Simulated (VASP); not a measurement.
A run of VASP 6.6.1 is set up as follows.

The input INCAR:

```
SYSTEM = BP
  ALGO = Normal
  EDIFF = 1E-6
  ENCUT = 500
  GGA = PS
  GGA_COMPAT = .FALSE.
  ISIF = 2
  ISMEAR = -1
  LASPH = .TRUE.
  LCHARG = .TRUE.
  LELF = .TRUE.
  LREAL = .FALSE.
  LVHAR = .TRUE.
  LWAVE = .FALSE.
  NBANDS = 11
  NELM = 120
  PREC = Accurate
  SIGMA = 0.05
```

Contents of KPOINTS:

```
k-points
0
G
  15 15 15
  0 0 0
```

The input POSCAR:

```
BP
1.0
    0.0000000000      2.2139304147      2.2139304147
    2.2139304147      0.0000000000      2.2139304147
    2.2139304147      2.2139304147      0.0000000000
B P
1 1
Direct
    0.0000000000      0.0000000000      0.0000000000
    0.2500000000      0.2500000000      0.2500000000
```

Potentials or basis: VASP PAW PBE potentials, release 64 (B, P).

Launch:

```bash
$ cat potpaw_PBE.64/B/POTCAR potpaw_PBE.64/P/POTCAR > POTCAR
$ mpirun -np 1 vasp_std > vasp.out
```

Predict the band gap on the k mesh.

1.03 eV (least direct gap 3.48 eV).

Estimate the pressure.

11.9 GPa.

Caveat: the cell stands under pressure; the PAW data sets were made with another functional, which shifts forces and pressure a little; an odd mesh through Γ misses points on the zone boundary, where band edges can lie.
